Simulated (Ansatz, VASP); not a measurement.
## MgCd2SeS2: VASP beside Ansatz

```
Mg Cd Se S
1.0
     4.45227    0.00000    0.00000
     0.00000    4.45227    0.00000
     0.00000    0.00000    7.54116
Mg Cd Se S
1 2 1 2
Direct
  0.00000 0.00000 0.00000
  0.50000 0.00000 0.83276
  0.00000 0.50000 0.16724
  0.50000 0.50000 0.00000
  0.50000 0.00000 0.31831
  0.00000 0.50000 0.68169
```

Change from the starting cell: species swapped into the Pr2FeSi2Ru type (P-4m2, No. 115).

Alike in both runs: task relaxation of cell and atoms; functional PBE; k mesh 4 × 4 × 2; occupations gaussian, width 0.1 eV; no spin polarisation.

|  | VASP | Ansatz |
| --- | --- | --- |
| version | VASP 6.6.1 | Ansatz 0.2.0 |
| potentials or method | VASP PAW PBE potentials, release 64 (Mg, Cd, Se, S), cutoff 600 eV | scalar-relativistic, plane waves, PAW |
| valence electrons in the cell | 44 | 78 |

```csv
,VASP,Ansatz,Ansatz less VASP
"gap on the k mesh at the Fermi level, each at its own relaxed structure (eV)",0.60,0.64,+0.042
relaxed volume (Å³/atom),25.05,25.22,+0.170
relaxed cell length with the largest relative difference (Å),10.571,10.693,+0.1228
```

VASP's potentials hold 44 valence electrons a cell and Ansatz's 78, so a difference there can come from the potentials and not from the codes.
